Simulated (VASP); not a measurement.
Here is a VASP 6.6.1 calculation.

File INCAR:

```
ALGO = Normal
EDIFF = 1E-6
ENCUT = 520
GGA = PS
ISIF = 2
ISMEAR = -1
LASPH = T
LCHARG = T
LELF = T
LREAL = F
LVHAR = T
LWAVE = F
NBANDS = 16
NELM = 60
PREC = Accurate
SIGMA = 0.1
```

File KPOINTS:

```
k-points
0
Gamma
  12 12 12
```

The input POSCAR:

```
InSb
1.0
    0.0000000000      3.1763738007      3.1763738007
    3.1763738007      0.0000000000      3.1763738007
    3.1763738007      3.1763738007      0.0000000000
In Sb
1 1
Direct
    0.0000000000      0.0000000000      0.0000000000
    0.7500000000      0.7500000000      0.7500000000
```

Potentials or basis: VASP PAW PBE potentials, release 64 (In_d, Sb).

Launch:

```bash
$ cat potpaw_PBE.64/In_d/POTCAR potpaw_PBE.64/Sb/POTCAR > POTCAR
$ mpirun -np 1 vasp_std > vasp.out
```

(1) Predict the band gap on the k mesh.

(2) What does it give for the pressure?

## Answers

(1) 0.08 eV.

(2) 4.0 GPa.

Caveat: the cell stands under pressure; semilocal functionals underestimate gaps, and a narrow one can read as zero; the PAW data sets were made with another functional, which shifts forces and pressure a little; spin-orbit coupling is left out, which moves the levels of the heavy elements.
